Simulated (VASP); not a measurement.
Set up this calculation in VASP 6.6.1, as the native input.

```
Task                   : single point
Functional             : r2SCAN
Potentials or basis    : VASP PAW PBE potentials, release 64 (K_sv, Mg, F)
Cutoff                 : 520 eV
k mesh                 : 6 × 6 × 6
Occupations            : gaussian, width 0.01 eV
Spin                   : no spin polarisation
Dipole correction      : no
Further INCAR settings : ALGO = Normal; EDIFF = 1e-06; NBANDS = 24
```

KMgF3:

```
K Mg F
1.0
     3.98024    0.00000    0.00000
     0.00000    3.98024    0.00000
     0.00000    0.00000    3.98024
K Mg F
1 1 3
Direct
  0.00000 0.00000 0.00000
  0.50000 0.50000 0.50000
  0.50000 0.50000 0.00000
  0.50000 0.00000 0.50000
  0.00000 0.50000 0.50000
```

The input as run:

POSCAR

```
KMgF3
1.0
    3.9802385405      0.0000000000      0.0000000000
    0.0000000000      3.9802385405      0.0000000000
    0.0000000000      0.0000000000      3.9802385405
K Mg F
1 1 3
Direct
    0.0000000000      0.0000000000      0.0000000000
    0.5000000000      0.5000000000      0.5000000000
    0.5000000000      0.5000000000      0.0000000000
    0.5000000000      0.0000000000      0.5000000000
    0.0000000000      0.5000000000      0.5000000000
```

INCAR.step1

```
ALGO     = Normal         # electronic algorithm
EDIFF    = 1E-4           # SCF threshold, eV
ENCUT    = 520            # plane-wave cutoff, eV
GGA      = PE             # functional
ISMEAR   = 0              # smearing method
LASPH    = True           # aspherical terms in the spheres
LCHARG   = False          # write CHGCAR
LREAL    = False          # projectors in reciprocal space
LWAVE    = True           # write WAVECAR
NBANDS   = 24             # bands
NELM     = 100            # most SCF steps
PREC     = Accurate       # precision mode
SIGMA    = 0.01           # smearing width, eV
```

INCAR.step2

```
ALGO     = Normal         # electronic algorithm
EDIFF    = 1E-6           # SCF threshold, eV
ENCUT    = 520            # plane-wave cutoff, eV
ISIF     = 2              # what is computed and relaxed
ISMEAR   = 0              # smearing method
ISTART   = 1            
LASPH    = True           # aspherical terms in the spheres
LCHARG   = True           # write CHGCAR
LELF     = True           # ELF
LMIXTAU  = True         
LREAL    = False          # projectors in reciprocal space
LVHAR    = True         
LWAVE    = False          # write WAVECAR
METAGGA  = R2SCAN         # meta-GGA
NBANDS   = 24             # bands
NELM     = 100            # most SCF steps
PREC     = Accurate       # precision mode
SIGMA    = 0.01           # smearing width, eV
```

KPOINTS

```
k-points
0
Gamma
  6 6 6
```

Potentials or basis: VASP PAW PBE potentials, release 64 (K_sv, Mg, F).

Run with:

```sh
$ cat potpaw_PBE.64/K_sv/POTCAR potpaw_PBE.64/Mg/POTCAR potpaw_PBE.64/F/POTCAR > POTCAR
$ cp INCAR.step1 INCAR
$ mpirun -np 1 vasp_std > vasp.out
$ cp INCAR.step2 INCAR
$ mpirun -np 1 vasp_std > vasp.out
```

Results of the run:

The pressure is -0.6 GPa and the band gap on the k mesh is 8.28 eV, indirect (least direct gap 8.60 eV).

Caveat: the PAW data sets were made with another functional, which shifts forces and pressure a little.

It took 52 s on 1 thread of Intel(R) Xeon(R) 6975P-C (Granite Rapids), on a shared host, peak memory 0.18 GiB.
